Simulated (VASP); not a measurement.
Here is a VASP 6.6.1 calculation.

Contents of INCAR:

```
ALGO = Normal
EDIFF = 1E-6
ENCUT = 500
GGA = PS
GGA_COMPAT = False
ISIF = 2
ISMEAR = 0
LASPH = True
LCHARG = False
LREAL = False
LWAVE = False
NBANDS = 13
NELM = 120
PREC = Accurate
SIGMA = 0.15
```

File KPOINTS:

```
k-points
0
Gamma
  20 20 20
```

The input POSCAR:

```
W
1.0
   -0.1999126922      1.9991269217      2.2989959600
    1.7992142295      0.0000000000      2.0990832678
    1.9991269217      1.9991269217     -0.1999126922
W
1
Direct
    0.0000000000      0.0000000000      0.0000000000
```

Potentials or basis: VASP PAW PBE potentials, release 64 (W_sv).

The run is started by

```console
$ cat potpaw_PBE.64/W_sv/POTCAR > POTCAR
$ mpirun -np 1 vasp_std > vasp.out
```

(1) Estimate the band gap on the k mesh.

(2) What does it give for the pressure?

## Answers

(1) zero (bands 7 and 8 overlap by 3.87 eV).

(2) -26.9 GPa.

Caveat: the cell differs from its parent crystal (engineering shear strain xz -0.2000, normal strain along z +0.1500); the cell stands under tension; the PAW data sets were made with another functional, which shifts forces and pressure a little; spin-orbit coupling is left out, which moves the levels of the heavy elements.
